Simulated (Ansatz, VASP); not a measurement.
**One calculation of Rh, two programs**

```
Rh
1.0
    -2.72894    3.13998    1.33952
     3.13998   -2.72894    1.33952
     1.91106    1.91106   -0.58669
Rh
2
Direct
  0.01022 0.98978 0.00000
  0.73978 0.26022 0.50000
```

Alike in both runs: task single point; functional RPBE; k mesh 14 × 14 × 13; occupations fermi-dirac, width 0.1 eV; no spin polarisation.

```csv
,VASP,Ansatz
version,VASP 6.6.1,Ansatz 0.2.0
potentials or method,"VASP PAW PBE potentials, release 64 (Rh_pv), cutoff 520 eV","plane waves (420 eV) with PAW, scalar-relativistic"
valence electrons in the cell,30,34
```

|  | VASP | Ansatz | Ansatz less VASP |
| --- | --- | --- | --- |
| pressure (GPa) | -7.6 | -7.7 | -0.14 |
| traceless stress, the component that is largest in VASP (GPa) | 0.75 | 0.79 | +0.035 |

VASP's potentials were made for PBE, not for RPBE. VASP's potentials hold 30 valence electrons a cell and Ansatz's 34, so a difference there can come from the potentials and not from the codes.
